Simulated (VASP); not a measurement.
Runs of VASP 6.6.1 on HgTe (rocksalt type). The structure is that of space group Fm-3m (No. 225), or close to it. The cells are those of the table. 

| task | cell | cutoff (eV) | gap on the mesh (eV) | pressure (GPa) |
| --- | --- | --- | --- | --- |
| single point | a = 4.246 Å, angles 60.0°, 2 atoms | 520 | none | (b) |
| single point | a = 3.659 Å, angles 60.0°, 2 atoms | 520 | none | 86.9 |
| single point | a = 4.160 Å, angles 60.0°, 2 atoms | 520 | none | 4.6 |
| single point | a = 3.806 Å, angles 60.0°, 2 atoms | 520 | none | 47.2 |
| single point | a = 3.942 Å, angles 60.0°, 2 atoms | 520 | none | 24.4 |
| single point | a = 4.069 Å, angles 60.0°, 2 atoms | 520 | none | (a) |
| relaxation of cell and atoms | relaxed from a = 4.212 Å, angles 60.0°, 2 atoms | 600 | none | 0.0 |

Alike in all rows: level PBEsol; potentials or basis VASP PAW PBE potentials, release 64 (Hg, Te); no spin polarisation; k mesh 11 × 11 × 11; smearing fermi-dirac 0.1 eV.

Problem. Estimate the missing entries.

Solution. (a) 11.0; (b) 0.2.

Caveats: the PAW data sets were made with another functional, which shifts forces and pressure a little; spin-orbit coupling is left out, which moves the levels of the heavy elements; the cell stands under pressure (at least some runs).

A k mesh can miss the band edges, and the runs leave out spin-orbit coupling on Hg, Te.

A gap of «none» marks levels without a gap at the run's occupations.
